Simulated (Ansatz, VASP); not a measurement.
# Two plane-wave programs on MgS

```
Mg S
1.0
     0.00000    2.60165    2.60165
     2.60165    0.00000    2.60165
     2.60165    2.60165    0.00000
Mg S
1 1
Direct
  0.00000 0.00000 0.00000
  0.50000 0.50000 0.50000
```

Alike in both runs: task single point; functional LDA; k mesh 10 × 10 × 10; occupations gaussian, width 0.05 eV; no spin polarisation.

|  | VASP | Ansatz |
| --- | --- | --- |
| version | VASP 6.6.1 | Ansatz 0.2.0 |
| potentials or method | VASP PAW LDA potentials, release 64 (Mg, S), cutoff 520 eV | scalar-relativistic, plane waves, PAW |
| valence electrons in the cell | 8 | 16 |

|  | VASP | Ansatz | Ansatz less VASP |
| --- | --- | --- | --- |
| gap on the k mesh at the Fermi level (eV) | 2.56 | 2.56 | +0.002 |
| pressure (GPa) | -3.9 | -3.3 | +0.57 |

LDA's correlation is that of Perdew and Zunger in VASP and of Perdew and Wang (1992) in Ansatz. VASP's potentials hold 8 valence electrons a cell and Ansatz's 16, so a difference there can come from the potentials and not from the codes.
